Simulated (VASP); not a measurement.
# NaCl (Fm-3m) in VASP: single point with PBEsol+D3(BJ)

Aim: the single point of NaCl with PBEsol+D3(BJ).

Everything below comes from runs of VASP 6.6.1. Logs are shortened: lines on timing, memory, paths and dates and some standing lists are left out, and cuts for length are marked.

### Step 1. The cell of the first run

It takes space group Fm-3m (No. 225, cubic). The conventional cell has a = 5.620 Å, b = 5.620 Å, c = 5.620 Å, α = 90.00°, β = 90.00°, γ = 90.00°. Na (site symmetry m-3m) has 6 Cl at 2.81 Å within 3.7 Å. Cl (site symmetry m-3m) has 6 Na at 2.81 Å within 3.7 Å.

### Step 2. Single point, PBEsol+D3(BJ)

The input, INCAR:

```
  PREC = Accurate
  ENCUT = 500
  EDIFF = 1E-6
  ISMEAR = 0
  SIGMA = 0.01
  LREAL = F
  LASPH = T
  NELM = 120
  ALGO = Normal
  ISIF = 2
  LWAVE = F
  LCHARG = F
  GGA = PS
  IVDW = 12
  NBANDS = 14
  GGA_COMPAT = F
```

The input, KPOINTS:

```
Automatic mesh
0
Gamma
  5 5 5
```

The input, POSCAR:

```
NaCl
1.0
    0.0000000000      2.8100000000      2.8100000000
    2.8100000000      0.0000000000      2.8100000000
    2.8100000000      2.8100000000      0.0000000000
Na Cl
1 1
Direct
    0.0000000000      0.0000000000      0.0000000000
    0.5000000000      0.5000000000      0.5000000000
```

Potentials or basis: VASP PAW PBE potentials, release 64 (Na_pv, Cl).

Started as:

```sh
$ cat potpaw_PBE.64/Na_pv/POTCAR potpaw_PBE.64/Cl/POTCAR > POTCAR
$ mpirun -np 1 vasp_std > vasp.out
```

OUTCAR:

```text
PREC = Accurate
   ENCUT = 500
   EDIFF = 1E-6
   ISMEAR = 0
   LREAL = F
   LASPH = T
   NELM = 120
   ISIF = 2
   GGA = PS
   IVDW = 12
 IVDW          = 12

 ion  position               nearest neighbor table
   1  0.000  0.000  0.000-
   2  0.500  0.500  0.500-

  LATTYP: Found a face centered cubic cell.
 ALAT       =     5.6200000000

  Lattice vectors:

 A1 = (   0.0000000000,   2.8100000000,   2.8100000000)
 A2 = (   2.8100000000,   0.0000000000,   2.8100000000)
 A3 = (   2.8100000000,   2.8100000000,   0.0000000000)

Analysis of symmetry for initial positions (statically):
=====================================================================
 Subroutine PRICEL returns:
 Original cell was already a primitive cell.

 Routine SETGRP: Setting up the symmetry group for a
 face centered cubic supercell.

 Subroutine GETGRP returns: Found 48 space group operations
 (whereof 48 operations were pure point group operations)
 out of a pool of 48 trial point group operations.

The static configuration has the point symmetry O_h .

Analysis of symmetry for dynamics (positions and initial velocities):
=====================================================================
 Subroutine PRICEL returns:
 Original cell was already a primitive cell.

 Routine SETGRP: Setting up the symmetry group for a
 face centered cubic supercell.

 Subroutine GETGRP returns: Found 48 space group operations
 (whereof 48 operations were pure point group operations)
 out of a pool of 48 trial point group operations.

The dynamic configuration has the point symmetry O_h .

 Subroutine INISYM returns: Found 48 space group operations
 (whereof 48 operations are pure point group operations),
 and found     1 'primitive' translations

----------------------------------------------------------------------------------------

                                     Primitive cell

  volume of cell :      44.3761

  direct lattice vectors                    reciprocal lattice vectors
     0.000000000  2.810000000  2.810000000    -0.177935943  0.177935943  0.177935943
     2.810000000  0.000000000  2.810000000     0.177935943 -0.177935943  0.177935943
     2.810000000  2.810000000  0.000000000     0.177935943  0.177935943 -0.177935943

  length of vectors
     3.973940110  3.973940110  3.973940110     0.308194094  0.308194094  0.308194094

  position of ions in fractional coordinates (direct lattice)
     0.000000000  0.000000000  0.000000000
     0.500000000  0.500000000  0.500000000

  ion indices of the primitive-cell ions
   primitive index   ion index
                 1           1
                 2           2

----------------------------------------------------------------------------------------

 KPOINTS: Automatic mesh

Automatic generation of k-mesh.
 Grid dimensions read from file:
 generate k-points for:    5    5    5

 Generating k-lattice:

  Cartesian coordinates                     Fractional coordinates (reciprocal lattice)
    -0.035587189  0.035587189  0.035587189     0.200000000  0.000000000  0.000000000
     0.035587189 -0.035587189  0.035587189     0.000000000  0.200000000  0.000000000
     0.035587189  0.035587189 -0.035587189     0.000000000  0.000000000  0.200000000

  Length of vectors
     0.061638819  0.061638819  0.061638819

  Shift w.r.t. Gamma in fractional coordinates (k-lattice)
     0.000000000  0.000000000  0.000000000

 Subroutine IBZKPT returns following result:
 ===========================================

 Found     10 irreducible k-points:

 Following reciprocal coordinates:
            Coordinates               Weight
  0.000000  0.000000  0.000000      1.000000
  0.200000  0.000000  0.000000      8.000000
  0.400000  0.000000  0.000000      8.000000
  0.200000  0.200000  0.000000      6.000000
  0.400000  0.200000  0.000000     24.000000
 -0.400000  0.200000  0.000000     24.000000
 -0.200000  0.200000  0.000000     12.000000
  0.400000  0.400000  0.000000      6.000000
 -0.400000  0.400000  0.000000     12.000000
 -0.400000  0.400000  0.200000     24.000000
   k-points           NKPTS =     10   k-points in BZ     NKDIM =     10   number of bands    NBANDS=     14
   number of dos      NEDOS =    301   number of ions     NIONS =      2
   total plane-waves  NPLWV =  27000
   dimension x,y,z NGX =    30 NGY =   30 NGZ =   30
   dimension x,y,z NGXF=    60 NGYF=   60 NGZF=   60
   ions per type =               1   1
   NGX,Y,Z   is equivalent  to a cutoff of  12.55, 12.55, 12.55 a.u.
   NGXF,Y,Z  is equivalent  to a cutoff of  25.10, 25.10, 25.10 a.u.
 SYSTEM =  unknown system
   PREC   = accura    normal or accurate (medium, high low for compatibility)
   ISTART =      0    job   : 0-new  1-cont  2-samecut
   ICHARG =      2    charge: 1-file 2-atom 10-const
   ISPIN  =      1    spin polarized calculation?
   LNONCOLLINEAR =      F non collinear calculations
   LSORBIT =      F    spin-orbit coupling
   LASPH  =      T    aspherical Exc in radial PAW
   ENCUT  =  500.0 eV  36.75 Ry    6.06 a.u.   7.25  7.25  7.25*2*pi/ulx,y,z
   NELM   =    120;   NELMIN=  2; NELMDL= -5     # of ELM steps
   EDIFF  = 0.1E-05   stopping-criterion for ELM
   LREAL  =      F    real-space projection
   EDIFFG = 0.1E-04   stopping-criterion for IOM
   NSW    =      0    number of steps for IOM
   IBRION =     -1    ionic relax: 0-MD 1-quasi-New 2-CG
   NFREE  =      0    steps in history (QN), initial steepest desc. (CG)
   ISIF   =      2    stress and relaxation
   ISYM   =      2    0-nonsym 1-usesym 2-fastsym
   POTIM  = 0.5000    time-step for ionic-motion
   TEBEG  =    0.0;   TEEND  =   0.0 temperature during run
   PSTRESS=    0.0 pullay stress
   NELECT =      14.0000    total number of electrons
   NUPDOWN=      -1.0000    fix difference up-down
   EMIN   =  10.00;   EMAX   =-10.00  energy-range for DOS
   EFERMI =   0.00;   METHOD = LEGACY
   ISMEAR =     0;   SIGMA  =   0.01  broadening in eV -4-tet -1-fermi 0-gaus
   EFERMI_NEDOS =   21; number of points for ismear=-14 and -15
   IALGO  =     38    algorithm
   IMIX   =      4    mixing-type and parameters
     AMIX     =   0.40;   BMIX     =  1.00
     AMIX_MAG =   1.60;   BMIX_MAG =  1.00
  volume/ion in A,a.u.               =      22.19       149.73
  Fermi-wavevector in a.u.,A,eV,Ry     =   1.114469  2.106040 16.898985  1.242040
  Thomas-Fermi vector in A             =   2.251064
   LORBIT       =      0    0 simple, 1 ext, 2 COOP (PROOUT), +10 PAW based schemes
   GGA     = PS    functional components
   LHFCALC =     F    Hartree Fock is set to
   AEXX    =    0.0000 exact exchange contribution
   IVDW    =    12    specifies the selected vdW correction
   LEPSILON=     F    determine dielectric tensor
   LRPA    =     F    only Hartree local field effects (RPA)
 non-spin polarized calculation
 Gauss-broadening in eV      SIGMA  =   0.01
  energy-cutoff  :      500.00
  volume of cell :       44.38
 maximum number of plane-waves:      1139
 NGX is ok and might be reduce to    30
   NGX = 15   NGY = 15   NGZ = 15

 number of electron      14.0000000 magnetization

 Free energy of the ion-electron system (eV)
  ---------------------------------------------------
  ext. energy  EPLUGINS =         0.00000000
  ---------------------------------------------------
  free energy    TOTEN  =        -6.99782256 eV

  energy without entropy =       -6.99782256  energy(sigma->0) =       -6.99782256

 E-fermi :  -0.6188     XC(G=0):  -8.3804

 val. band max:       -0.7228634309   @ k =   0.0000   0.0000   0.0000
 cond. band min:       4.2474738960   @ k =   0.0000   0.0000   0.0000
 fundamental gap:      4.9703373269
 Fermi energy:        -0.6188221997

 k-point     1 :       0.0000    0.0000    0.0000
  band No.  band energies     occupation
      1     -21.3549      2.00000
      2     -21.3549      2.00000
      3     -21.3549      2.00000
      4     -13.3917      2.00000
      5      -0.7229      2.00000
      6      -0.7229      2.00000
      7      -0.7229      2.00000
      8       4.2475      0.00000
      9      10.2845      0.00000
     10      10.2845      0.00000
     11      10.2845      0.00000
     12      12.5192      0.00000
     13      12.5192      0.00000
     14      13.9109      0.00000

 k-point     2 :       0.2000    0.0000    0.0000
  band No.  band energies     occupation
      1     -21.3661      2.00000
      2     -21.3557      2.00000
      3     -21.3557      2.00000
      4     -13.2731      2.00000
      5      -1.5603      2.00000
      6      -0.8220      2.00000
      7      -0.8220      2.00000
      8       5.3495      0.00000
      9       9.2999      0.00000
     10      10.6137      0.00000
     11      10.6137      0.00000
     12      12.2183      0.00000
     13      12.2183      0.00000
     14      15.0516      0.00000

 k-point     3 :       0.4000    0.0000    0.0000
  band No.  band energies     occupation
      1     -21.3840      2.00000
      2     -21.3570      2.00000
      3     -21.3570      2.00000
      4     -13.0705      2.00000
      5      -2.5757      2.00000
      6      -0.9732      2.00000
      7      -0.9732      2.00000
      8       6.3256      0.00000
      9       9.5685      0.00000
     10      10.2541      0.00000
     11      10.2541      0.00000
     12      14.1821      0.00000
     13      14.1821      0.00000
     14      14.2505      0.00000
[... 86 lines left out ...]
 k-point     9 :      -0.4000    0.4000    0.0000
  band No.  band energies     occupation
      1     -21.3744      2.00000
      2     -21.3690      2.00000
      3     -21.3621      2.00000
      4     -12.9766      2.00000
      5      -2.2834      2.00000
      6      -1.7330      2.00000
      7      -1.2740      2.00000
      8       7.2200      0.00000
      9       7.8919      0.00000
     10       9.9396      0.00000
     11      12.3718      0.00000
     12      12.9385      0.00000
     13      15.2487      0.00000
     14      16.7544      0.00000

 k-point    10 :      -0.4000    0.4000    0.2000
  band No.  band energies     occupation
      1     -21.3751      2.00000
      2     -21.3672      2.00000
      3     -21.3624      2.00000
      4     -12.9891      2.00000
      5      -2.2089      2.00000
      6      -1.7194      2.00000
      7      -1.3288      2.00000
      8       8.0206      0.00000
      9       8.4055      0.00000
     10       8.7946      0.00000
     11      11.2994      0.00000
     12      13.7646      0.00000
     13      14.5487      0.00000
     14      16.4365      0.00000

------------------------ aborting loop because EDIFF is reached ----------------------------------------

 Edisp (eV)   -0.38732

 E8    (eV) :    -0.2488

  FORCE on cell =-STRESS in cart. coord.  units (eV):
  Direction    XX          YY          ZZ          XY          YZ          ZX
  --------------------------------------------------------------------------------------
  -------------------------------------------------------------------------------------
  Total      -0.46586    -0.46586    -0.46586     0.00000     0.00000     0.00000
  in kB     -16.81978   -16.81978   -16.81978     0.00000     0.00000     0.00000
  external pressure =      -16.82 kB  Pullay stress =        0.00 kB

 VOLUME and BASIS-vectors are now :
 -----------------------------------------------------------------------------
  energy-cutoff  :      500.00
  volume of cell :       44.38
      direct lattice vectors                 reciprocal lattice vectors
     0.000000000  2.810000000  2.810000000    -0.177935943  0.177935943  0.177935943
     2.810000000  0.000000000  2.810000000     0.177935943 -0.177935943  0.177935943
     2.810000000  2.810000000  0.000000000     0.177935943  0.177935943 -0.177935943

 POSITION                                       TOTAL-FORCE (eV/Angst)
 -----------------------------------------------------------------------------------
      0.00000      0.00000      0.00000        -0.000000     -0.000000     -0.000000
      2.81000      2.81000      2.81000         0.000000      0.000000      0.000000
 -----------------------------------------------------------------------------------
    total drift:                               -0.000000      0.000000      0.000000

  FREE ENERGIE OF THE ION-ELECTRON SYSTEM (eV)
  ---------------------------------------------------
  free  energy   TOTEN  =        -7.3851407002 eV

  energy  without entropy=       -7.3851407002  energy(sigma->0) =       -7.38514070
```

Wall time 11 s (1 thread of Intel Xeon 8259CL, shared host); peak memory 0.16 GiB.

What came out:

```
Free energy                : -7.3851 eV
Pressure                   : -1.7 GPa
Band gap on the k mesh     : 4.97 eV, direct
Dispersion energy per atom : -0.194 eV
```

Caveat: three body term missing; the PAW data sets were made with another functional, which shifts forces and pressure a little.
